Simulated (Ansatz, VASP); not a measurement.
# CaO: VASP beside Ansatz

```
Ca O
1.0
     0.00000    2.38393    2.38393
     2.38393    0.00000    2.38393
     2.38393    2.38393    0.00000
Ca O
1 1
Direct
  0.00000 0.00000 0.00000
  0.50000 0.50000 0.50000
```

Alike in both runs: functional PBEsol; k mesh 6 × 6 × 6; occupations fermi-dirac, width 0.01 eV; no spin polarisation.

Ansatz relaxed the structure, and its values are those at the end. VASP's run is a single point on that final structure, the one shown.

|  | VASP | Ansatz |
| --- | --- | --- |
| version | VASP 6.6.1 | Ansatz 0.2.0 |
| potentials or method | VASP PAW PBE potentials, release 64 (Ca_sv, O), cutoff 520 eV | plane waves, PAW |
| valence electrons in the cell | 16 | 16 |

Ansatz gave:

- pressure (GPa): 0.0

Q: Which values does VASP return?

A: Pressure (GPa): 0.6.

VASP's potentials were made for PBE, not for PBEsol.
